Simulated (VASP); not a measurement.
Here is a VASP 6.6.1 calculation.

INCAR

```
PREC = Accurate
ENCUT = 500
EDIFF = 1E-6
ISMEAR = 0
SIGMA = 0.01
LREAL = False
LASPH = True
NELM = 120
ALGO = Normal
ISIF = 2
LWAVE = False
LCHARG = False
GGA = PS
NBANDS = 19
GGA_COMPAT = False
```

Contents of KPOINTS:

```
regular mesh
0
Gamma
  7 7 4
```

Contents of POSCAR:

```
ZrS2
1.0
    3.6913830000      0.0000000000      0.0000000000
   -1.8456915000      3.1968314531      0.0000000000
    0.0000000000      0.0000000000      6.0410770000
Zr S
1 2
Direct
    0.0000000000      0.0000000000      0.0000000000
    0.6666666667      0.3333333333      0.7620900000
    0.3333333333      0.6666666667      0.2379100000
```

Potentials or basis: VASP PAW PBE potentials, release 64 (Zr_sv, S).

The run is started by

```console
$ cat potpaw_PBE.64/Zr_sv/POTCAR potpaw_PBE.64/S/POTCAR > POTCAR
$ mpirun -np 1 vasp_std > vasp.out
```

Q: Predict the largest force.

A: 0.137 eV/Å.

Q: Estimate the band gap on the k mesh.

A: 1.02 eV (least direct gap 1.59 eV).

Q: Predict the pressure.

A: -2.5 GPa.

Forces in eV/Å, atoms in the order of the input:
```
Zr   0.000  0.000  0.000
S    0.000  0.000  0.137
S    0.000  0.000 -0.137
```

Caveat: the PAW data sets were made with another functional, which shifts forces and pressure a little; an odd mesh through Γ misses points on the zone boundary, where band edges can lie; this functional lacks dispersion, which binds the layers, so the pressure and a relaxed spacing across them are unreliable.
